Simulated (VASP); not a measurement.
# SiC (R3m) in VASP: further runs

Runs on SiC. Level: PBEsol. Tasks: relaxation of the atoms.

Program: VASP 6.6.1. These are calculated values, not measurements. Logs are shortened: lines on timing, memory, paths and dates and some standing lists are left out, and cuts for length are marked.

### 1 The cell of the first run

Symmetry: R3m, No. 160, trigonal system. Conventional cell: a = 3.088 Å, b = 3.088 Å, c = 7.509 Å, α = 90.00°, β = 90.00°, γ = 120.00°. Within 2.5 Å of Si (site symmetry 3m) lie 4 C at 1.88 to 1.89 Å. Within 2.5 Å of C (site symmetry 3m) lie 4 Si at 1.88 to 1.89 Å.

### 2 Relaxation of the atoms, PBEsol (equal xy, yz and zx engineering shears of -0.5 %)

Input file INCAR:

```
ALGO     = Normal         # electronic algorithm
EDIFF    = 1E-6           # SCF threshold, eV
EDIFFG   = -0.002         # ionic threshold
ENCUT    = 520            # plane-wave cutoff, eV
GGA      = PS             # functional
IBRION   = 2              # ionic algorithm
ISIF     = 2              # what is computed and relaxed
ISMEAR   = 0              # smearing method
LASPH    = True           # aspherical terms in the spheres
LCHARG   = False          # write CHGCAR
LREAL    = False          # projectors in reciprocal space
LWAVE    = False          # write WAVECAR
NELM     = 60             # most SCF steps
NSW      = 50             # ionic steps
PREC     = Accurate       # precision mode
SIGMA    = 0.01           # smearing width, eV
```

Input file KPOINTS:

```
k-points
0
Gamma
  10 10 10
```

Input file POSCAR:

```
SiC
1.0
   -0.0108920594      2.1729658409      2.1729658409
    2.1729658409     -0.0108920594      2.1729658409
    2.1729658409      2.1729658409     -0.0108920594
Si C
1 1
Direct
    0.0000000000      0.0000000000      0.0000000000
    0.7500000000      0.7500000000      0.7500000000
```

Potentials or basis: VASP PAW PBE potentials, release 64 (Si, C).

Started as:

```console
$ cat potpaw_PBE.64/Si/POTCAR potpaw_PBE.64/C/POTCAR > POTCAR
$ mpirun -np 1 vasp_std > vasp.out
```

OUTCAR:

```text
EDIFF = 1E-6
   EDIFFG = -0.002
   ENCUT = 520
   GGA = PS
   IBRION = 2
   ISIF = 2
   ISMEAR = 0
   LASPH = True
   LREAL = False
   NELM = 60
   NSW = 50
   PREC = Accurate

 ion  position               nearest neighbor table
   1  0.000  0.000  0.000-   2 1.88   2 1.89   2 1.89   2 1.89
   2  0.750  0.750  0.750-   1 1.88   1 1.89   1 1.89   1 1.89

  LATTYP: Found a trigonal (rhomboedric) cell.
 ALAT       =     3.0730570656
 COS(alpha) =     0.4949812503

  Lattice vectors:

 A1 = (  -0.0108920594,   2.1729658409,   2.1729658409)
 A2 = (   2.1729658409,  -0.0108920594,   2.1729658409)
 A3 = (   2.1729658409,   2.1729658409,  -0.0108920594)

Analysis of symmetry for initial positions (statically):
=====================================================================
 Subroutine PRICEL returns:
 Original cell was already a primitive cell.

 Routine SETGRP: Setting up the symmetry group for a
 trigonal (rhombohedral) supercell.

 Subroutine GETGRP returns: Found  6 space group operations
 (whereof  6 operations were pure point group operations)
 out of a pool of 12 trial point group operations.

The static configuration has the point symmetry C_3v.

Analysis of symmetry for dynamics (positions and initial velocities):
=====================================================================
 Subroutine PRICEL returns:
 Original cell was already a primitive cell.

 Routine SETGRP: Setting up the symmetry group for a
 trigonal (rhombohedral) supercell.

 Subroutine GETGRP returns: Found  6 space group operations
 (whereof  6 operations were pure point group operations)
 out of a pool of 12 trial point group operations.

The dynamic configuration has the point symmetry C_3v.

 Subroutine INISYM returns: Found  6 space group operations
 (whereof  6 operations are pure point group operations),
 and found     1 'primitive' translations

----------------------------------------------------------------------------------------

                                     Primitive cell

  volume of cell :      20.6748

  direct lattice vectors                    reciprocal lattice vectors
    -0.010892059  2.172965841  2.172965841    -0.228377368  0.229527883  0.229527883
     2.172965841 -0.010892059  2.172965841     0.229527883 -0.228377368  0.229527883
     2.172965841  2.172965841 -0.010892059     0.229527883  0.229527883 -0.228377368

  length of vectors
     3.073057066  3.073057066  3.073057066     0.396890817  0.396890817  0.396890817

  position of ions in fractional coordinates (direct lattice)
     0.000000000  0.000000000  0.000000000
     0.750000000  0.750000000  0.750000000

  ion indices of the primitive-cell ions
   primitive index   ion index
                 1           1
                 2           2

----------------------------------------------------------------------------------------

 KPOINTS: k-points

Automatic generation of k-mesh.
 Grid dimensions read from file:
 generate k-points for:   10   10   10

 Generating k-lattice:

  Cartesian coordinates                     Fractional coordinates (reciprocal lattice)
    -0.022837737  0.022952788  0.022952788     0.100000000  0.000000000  0.000000000
     0.022952788 -0.022837737  0.022952788     0.000000000  0.100000000  0.000000000
     0.022952788  0.022952788 -0.022837737     0.000000000  0.000000000  0.100000000

  Length of vectors
     0.039689082  0.039689082  0.039689082

  Shift w.r.t. Gamma in fractional coordinates (k-lattice)
     0.000000000  0.000000000  0.000000000

 Subroutine IBZKPT returns following result:
 ===========================================

 Found    116 irreducible k-points:

 Following reciprocal coordinates:
            Coordinates               Weight
  0.000000  0.000000  0.000000      1.000000
  0.100000  0.000000  0.000000      6.000000
  0.200000  0.000000  0.000000      6.000000
  0.300000  0.000000  0.000000      6.000000
  0.400000  0.000000  0.000000      6.000000
  0.500000  0.000000  0.000000      3.000000
[... 16 lines left out ...]
  0.300000  0.300000  0.000000      6.000000
  0.400000  0.300000  0.000000     12.000000
 [... further k-points ...]
   k-points           NKPTS =    116   k-points in BZ     NKDIM =    116   number of bands    NBANDS=      8
   number of dos      NEDOS =    301   number of ions     NIONS =      2
   total plane-waves  NPLWV =  13824
   dimension x,y,z NGX =    24 NGY =   24 NGZ =   24
   dimension x,y,z NGXF=    48 NGYF=   48 NGZF=   48
   ions per type =               1   1
   NGX,Y,Z   is equivalent  to a cutoff of  12.98, 12.98, 12.98 a.u.
   NGXF,Y,Z  is equivalent  to a cutoff of  25.97, 25.97, 25.97 a.u.
 SYSTEM =  unknown system
   PREC   = accura    normal or accurate (medium, high low for compatibility)
   ISTART =      0    job   : 0-new  1-cont  2-samecut
   ICHARG =      2    charge: 1-file 2-atom 10-const
   ISPIN  =      1    spin polarized calculation?
   LNONCOLLINEAR =      F non collinear calculations
   LSORBIT =      F    spin-orbit coupling
   LASPH  =      T    aspherical Exc in radial PAW
   ENCUT  =  520.0 eV  38.22 Ry    6.18 a.u.   5.71  5.71  5.71*2*pi/ulx,y,z
   NELM   =     60;   NELMIN=  2; NELMDL= -5     # of ELM steps
   EDIFF  = 0.1E-05   stopping-criterion for ELM
   LREAL  =      F    real-space projection
   EDIFFG = -.2E-02   stopping-criterion for IOM
   NSW    =     50    number of steps for IOM
   IBRION =      2    ionic relax: 0-MD 1-quasi-New 2-CG
   NFREE  =      1    steps in history (QN), initial steepest desc. (CG)
   ISIF   =      2    stress and relaxation
   ISYM   =      2    0-nonsym 1-usesym 2-fastsym
   POTIM  = 0.5000    time-step for ionic-motion
   TEBEG  =    0.0;   TEEND  =   0.0 temperature during run
   PSTRESS=    0.0 pullay stress
   NELECT =       8.0000    total number of electrons
   NUPDOWN=      -1.0000    fix difference up-down
   EMIN   =  10.00;   EMAX   =-10.00  energy-range for DOS
   EFERMI =   0.00;   METHOD = LEGACY
   ISMEAR =     0;   SIGMA  =   0.01  broadening in eV -4-tet -1-fermi 0-gaus
   EFERMI_NEDOS =   21; number of points for ismear=-14 and -15
   IALGO  =     38    algorithm
   IMIX   =      4    mixing-type and parameters
     AMIX     =   0.40;   BMIX     =  1.00
     AMIX_MAG =   1.60;   BMIX_MAG =  1.00
  volume/ion in A,a.u.               =      10.34        69.76
  Fermi-wavevector in a.u.,A,eV,Ry     =   1.192955  2.254359 19.363031  1.423143
  Thomas-Fermi vector in A             =   2.328981
   LORBIT       =      0    0 simple, 1 ext, 2 COOP (PROOUT), +10 PAW based schemes
   GGA     = PS    functional components
   LHFCALC =     F    Hartree Fock is set to
   AEXX    =    0.0000 exact exchange contribution
   IVDW    =     0    specifies the selected vdW correction
   LEPSILON=     F    determine dielectric tensor
   LRPA    =     F    only Hartree local field effects (RPA)
 conjugate gradient relaxation of ions
 non-spin polarized calculation
 Gauss-broadening in eV      SIGMA  =   0.01
  energy-cutoff  :      520.00
  volume of cell :       20.67
 maximum number of plane-waves:       568
   NGX = 11   NGY = 11   NGZ = 11

--------------------------------------- Ionic step        1  -------------------------------------------

 number of electron       8.0000001 magnetization

 Free energy of the ion-electron system (eV)
  ---------------------------------------------------
  ext. energy  EPLUGINS =         0.00000000
  ---------------------------------------------------
  free energy    TOTEN  =       -15.91361722 eV

  energy without entropy =      -15.91361722  energy(sigma->0) =      -15.91361722

------------------------ aborting loop because EDIFF is reached ----------------------------------------

  FORCE on cell =-STRESS in cart. coord.  units (eV):
  Direction    XX          YY          ZZ          XY          YZ          ZX
  --------------------------------------------------------------------------------------
  -------------------------------------------------------------------------------------
  Total        0.0487312      0.0487312      0.0487312      0.1783053      0.1783053      0.1783053
  in kB        3.7763820      3.7763820      3.7763820     13.8176147     13.8176147     13.8176147
  external PRESSURE =       3.7763820 kB  Pullay stress =       0.0000000 kB
[... 57 lines left out ...]
  energy  without entropy=      -15.9136486159  energy(sigma->0) =      -15.91364862

--------------------------------------- Ionic step        3  -------------------------------------------

 number of electron       8.0000001 magnetization

 Free energy of the ion-electron system (eV)
  ---------------------------------------------------
  ext. energy  EPLUGINS =         0.00000000
  ---------------------------------------------------
  free energy    TOTEN  =       -15.91376974 eV

  energy without entropy =      -15.91376974  energy(sigma->0) =      -15.91376974

 E-fermi :   8.2105     XC(G=0): -11.5085

 val. band max:        8.1166102498   @ k =   0.0000   0.0000   0.0000
 cond. band min:       9.2975939794   @ k =   0.5000   0.5000   0.0000
 fundamental gap:      1.1809837296
 Fermi energy:         8.2105444294

 k-point     1 :       0.0000    0.0000    0.0000
  band No.  band energies     occupation
      1      -7.3648      2.00000
      2       8.0409      2.00000
      3       8.0409      2.00000
      4       8.1166      2.00000
      5      14.2470      0.00000
      6      15.2611      0.00000
      7      15.2611      0.00000
      8      15.4375      0.00000
[... 243 lines left out ...]
 k-point    24 :       0.4000    0.3000    0.0000
  band No.  band energies     occupation
      1      -4.2038      2.00000
      2       2.4707      2.00000
      3       4.8520      2.00000
      4       5.4610      2.00000
      5      10.8361      0.00000
      6      13.5617      0.00000
      7      19.6159      0.00000
      8      19.9503      0.00000

 [... further k-points ...]
[... 5 lines left out ...]
  --------------------------------------------------------------------------------------
  -------------------------------------------------------------------------------------
  Total        0.0465338      0.0465338      0.0465338      0.1573965      0.1573965      0.1573965
  in kB        3.6060987      3.6060987      3.6060987     12.1973033     12.1973033     12.1973033
  external PRESSURE =       3.6060987 kB  Pullay stress =       0.0000000 kB
[... 17 lines left out ...]
  FREE ENERGIE OF THE ION-ELECTRON SYSTEM (eV)
  ---------------------------------------------------
  free  energy   TOTEN  =       -15.9137697392 eV

  energy  without entropy=      -15.9137697392  energy(sigma->0) =      -15.91376974

 reached required accuracy - stopping structural energy minimisation
```

It took 19 s on 1 thread of Intel Xeon Platinum 8259CL at 2.50GHz (Skylake/Cascade Lake), shared host; peak memory 0.14 GiB.

Results:

* Free energy: -15.9138 eV
* Energy gained by relaxing: 0.1 meV/atom
* Ionic steps: 3
* Pressure after relaxing: 0.4 GPa
* Band gap on the k mesh: 1.18 eV (least direct gap 4.40 eV)

Stress tensor (GPa, compression positive):
```
0.36 1.22 1.22
1.22 0.36 1.22
1.22 1.22 0.36
```

The path:
```
step  energy change (eV)  largest force (eV/Å)  pressure (GPa)
   1              0.0000                0.0776            0.38
   2              0.0000                0.0684            0.35
   3             -0.0002                0.0005            0.36
```

Final structure:
```yaml
crystal:
  lattice:
    - [-0.01089, 2.17297, 2.17297]
    - [2.17297, -0.01089, 2.17297]
    - [2.17297, 2.17297, -0.01089]
  atoms:
    - { symbol: Si, position: [0.00026, 0.00026, 0.00026] }
    - { symbol: C, position: [0.74974, 0.74974, 0.74974] }
```

Caveat: the cell differs from its parent crystal (equal xy, yz and zx engineering shears of -0.5 %); the PAW data sets were made with another functional, which shifts forces and pressure a little. A k mesh can miss the band edges.

### 3 Relaxation of the atoms, PBEsol (equal xy, yz and zx engineering shears of +0.5 %)

Input file INCAR:

```
PREC = Accurate
ENCUT = 520
EDIFF = 1E-6
ISMEAR = 0
SIGMA = 0.01
LREAL = False
LASPH = True
NELM = 100
ALGO = Normal
ISIF = 2
LWAVE = False
LCHARG = False
GGA = PS
IBRION = 2
NSW = 50
EDIFFG = -0.002
```

Input file KPOINTS:

```
Automatic mesh
0
Gamma
  10 10 10
```

Input file POSCAR:

```
SiC
1.0
    0.0108920594      2.1838579002      2.1838579002
    2.1838579002      0.0108920594      2.1838579002
    2.1838579002      2.1838579002      0.0108920594
Si C
1 1
Direct
    0.0000000000      0.0000000000      0.0000000000
    0.7500000000      0.7500000000      0.7500000000
```

Potentials or basis: VASP PAW PBE potentials, release 64 (Si, C).

Started as:

```console
$ cat potpaw_PBE.64/Si/POTCAR potpaw_PBE.64/C/POTCAR > POTCAR
$ mpirun -np 1 vasp_std > vasp.out
```

OUTCAR:

```text
PREC = Accurate
   ENCUT = 520
   EDIFF = 1E-6
   ISMEAR = 0
   LREAL = False
   LASPH = True
   NELM = 100
   ISIF = 2
   GGA = PS
   IBRION = 2
   NSW = 50
   EDIFFG = -0.002

 ion  position               nearest neighbor table
   1  0.000  0.000  0.000-   2 1.88   2 1.88   2 1.88   2 1.90
   2  0.750  0.750  0.750-   1 1.88   1 1.88   1 1.88   1 1.90

  LATTYP: Found a trigonal (rhomboedric) cell.
 ALAT       =     3.0884606673
 COS(alpha) =     0.5049812504

  Lattice vectors:

 A1 = (   0.0108920594,   2.1838579002,   2.1838579002)
 A2 = (   2.1838579002,   0.0108920594,   2.1838579002)
 A3 = (   2.1838579002,   2.1838579002,   0.0108920594)

Analysis of symmetry for initial positions (statically):
=====================================================================
 Subroutine PRICEL returns:
 Original cell was already a primitive cell.

 Routine SETGRP: Setting up the symmetry group for a
 trigonal (rhombohedral) supercell.

 Subroutine GETGRP returns: Found  6 space group operations
 (whereof  6 operations were pure point group operations)
 out of a pool of 12 trial point group operations.

The static configuration has the point symmetry C_3v.

Analysis of symmetry for dynamics (positions and initial velocities):
=====================================================================
 Subroutine PRICEL returns:
 Original cell was already a primitive cell.

 Routine SETGRP: Setting up the symmetry group for a
 trigonal (rhombohedral) supercell.

 Subroutine GETGRP returns: Found  6 space group operations
 (whereof  6 operations were pure point group operations)
 out of a pool of 12 trial point group operations.

The dynamic configuration has the point symmetry C_3v.

 Subroutine INISYM returns: Found  6 space group operations
 (whereof  6 operations are pure point group operations),
 and found     1 'primitive' translations

[... 120 lines left out ...]
   LHFCALC =     F    Hartree Fock is set to
   AEXX    =    0.0000 exact exchange contribution
   IVDW    =     0    specifies the selected vdW correction
   LEPSILON=     F    determine dielectric tensor
   LRPA    =     F    only Hartree local field effects (RPA)
 conjugate gradient relaxation of ions
 non-spin polarized calculation
 Gauss-broadening in eV      SIGMA  =   0.01
  energy-cutoff  :      520.00
  volume of cell :       20.67
 maximum number of plane-waves:       568
   NGX = 11   NGY = 11   NGZ = 11

--------------------------------------- Ionic step        1  -------------------------------------------

 number of electron       8.0000001 magnetization

 Free energy of the ion-electron system (eV)
  ---------------------------------------------------
  ext. energy  EPLUGINS =         0.00000000
  ---------------------------------------------------
  free energy    TOTEN  =       -15.91363210 eV

  energy without entropy =      -15.91363210  energy(sigma->0) =      -15.91363210

------------------------ aborting loop because EDIFF is reached ----------------------------------------

  FORCE on cell =-STRESS in cart. coord.  units (eV):
  Direction    XX          YY          ZZ          XY          YZ          ZX
  --------------------------------------------------------------------------------------
  -------------------------------------------------------------------------------------
  Total        0.0487078      0.0487078      0.0487078     -0.1758115     -0.1758115     -0.1758115
  in kB        3.7745693      3.7745693      3.7745693    -13.6243552    -13.6243552    -13.6243552
  external PRESSURE =       3.7745693 kB  Pullay stress =       0.0000000 kB
[... 59 lines left out ...]
--------------------------------------- Ionic step        3  -------------------------------------------

 number of electron       8.0000001 magnetization

 Free energy of the ion-electron system (eV)
  ---------------------------------------------------
  ext. energy  EPLUGINS =         0.00000000
  ---------------------------------------------------
  free energy    TOTEN  =       -15.91376897 eV

  energy without entropy =      -15.91376897  energy(sigma->0) =      -15.91376897

 E-fermi :   8.2058     XC(G=0): -11.5085

 val. band max:        8.0914247286   @ k =   0.0000   0.0000   0.0000
 cond. band min:       9.2976183827   @ k =   0.5000   0.5000   0.0000
 fundamental gap:      1.2061936541
 Fermi energy:         8.2057555084

 k-point     1 :       0.0000    0.0000    0.0000
  band No.  band energies     occupation
      1      -7.3648      2.00000
      2       8.0154      2.00000
      3       8.0914      2.00000
      4       8.0914      2.00000
      5      14.2436      0.00000
      6      15.2273      0.00000
      7      15.3679      0.00000
      8      15.3679      0.00000
[... 243 lines left out ...]
 k-point    24 :       0.4000    0.3000    0.0000
  band No.  band energies     occupation
      1      -4.2018      2.00000
      2       2.4870      2.00000
      3       4.9088      2.00000
      4       5.3767      2.00000
      5      10.8077      0.00000
      6      13.6032      0.00000
      7      19.6239      0.00000
      8      19.9342      0.00000

 [... further k-points ...]
[... 5 lines left out ...]
  --------------------------------------------------------------------------------------
  -------------------------------------------------------------------------------------
  Total        0.0466624      0.0466624      0.0466624     -0.1581984     -0.1581984     -0.1581984
  in kB        3.6160622      3.6160622      3.6160622    -12.2594490    -12.2594490    -12.2594490
  external PRESSURE =       3.6160622 kB  Pullay stress =       0.0000000 kB
[... 17 lines left out ...]
  FREE ENERGIE OF THE ION-ELECTRON SYSTEM (eV)
  ---------------------------------------------------
  free  energy   TOTEN  =       -15.9137689673 eV

  energy  without entropy=      -15.9137689673  energy(sigma->0) =      -15.91376897

 reached required accuracy - stopping structural energy minimisation
```

Wall time 20 s (1 thread of Intel Xeon Platinum 8259CL at 2.50GHz (Skylake/Cascade Lake), shared host); peak memory 0.14 GiB.

What came out:

| Quantity | Value |
| --- | --- |
| Free energy | -15.9138 eV |
| Energy gained by relaxing | 0.1 meV/atom |
| Ionic steps | 3 |
| Pressure after relaxing | 0.4 GPa |
| Band gap on the k mesh | 1.21 eV (least direct gap 4.40 eV) |

Stress tensor (GPa, compression positive):
```
 0.36 -1.23 -1.23
-1.23  0.36 -1.23
-1.23 -1.23  0.36
```

The path:
```csv
step,energy change (eV),largest force (eV/Å),pressure (GPa)
1,0.0000,0.0717,0.38
2,0.0000,0.0592,0.35
3,-0.0001,0.0006,0.36
```

Final structure:
```cif
data_structure
_symmetry_space_group_name_H-M 'P 1'
_symmetry_Int_Tables_number 1
_cell_length_a 3.0885
_cell_length_b 3.0885
_cell_length_c 3.0885
_cell_angle_alpha 59.670
_cell_angle_beta 59.670
_cell_angle_gamma 59.670
_cell_volume 20.67
loop_
_atom_site_label
_atom_site_type_symbol
_atom_site_fract_x
_atom_site_fract_y
_atom_site_fract_z
_atom_site_occupancy
Si1 Si 0.99975 0.99975 0.99975 1
C1 C 0.75025 0.75025 0.75025 1
```

Caveat: the cell differs from its parent crystal (equal xy, yz and zx engineering shears of +0.5 %); the PAW data sets were made with another functional, which shifts forces and pressure a little. A k mesh can miss the band edges.
